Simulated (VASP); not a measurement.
Input of a VASP 6.6.1 run:

The input INCAR:

```
SYSTEM = AlPt
ALGO     = Fast           ! electronic algorithm
EDIFF    = 1E-6           ! SCF threshold, eV
ENCUT    = 520            ! plane-wave cutoff, eV
GGA      = PS             ! functional
ISIF     = 2              ! what is computed and relaxed
ISMEAR   = 0              ! smearing method
LASPH    = .True.         ! aspherical terms in the spheres
LCHARG   = .False.        ! write CHGCAR
LREAL    = .False.        ! projectors in reciprocal space
LWAVE    = .False.        ! write WAVECAR
NBANDS   = 14             ! bands
NELM     = 60             ! most SCF steps
PREC     = Accurate       ! precision mode
SIGMA    = 0.15           ! smearing width, eV
```

The input KPOINTS:

```
k-points
0
Gamma
  16 16 16
  0 0 0
```

File POSCAR:

```
AlPt
1.0
    3.0915460000      0.0000000000      0.0000000000
    0.0000000000      3.0915460000      0.0000000000
    0.0000000000      0.0000000000      3.0915460000
Al Pt
1 1
Direct
    0.1617313797      0.0000000000      0.0000000000
    0.5000000000      0.5000000000      0.5000000000
```

Potentials or basis: VASP PAW PBE potentials, release 64 (Al, Pt).

Command:

```console
$ cat potpaw_PBE.64/Al/POTCAR potpaw_PBE.64/Pt/POTCAR > POTCAR
$ mpirun -np 1 vasp_std > vasp.out
```

Problem. What does it give for the band gap on the k mesh?

Solution. Zero (an odd number of electrons rules out a gap without spin polarisation).

Problem. Estimate the pressure.

Solution. 8.7 GPa.

Forces in eV/Å, atoms in the order of the input:
```
Al  -2.069  0.000  0.000
Pt   2.069  0.000  0.000
```

Caveat: the cell differs from its parent crystal (all Al atoms moved -0.500 Å, as atom 1 towards its neighbour atom 1 (Al) at 3.092 Å); the stress differs along the axes, from 2 to 12 GPa; the PAW data sets were made with another functional, which shifts forces and pressure a little; spin-orbit coupling is left out, which moves the levels of the heavy elements.
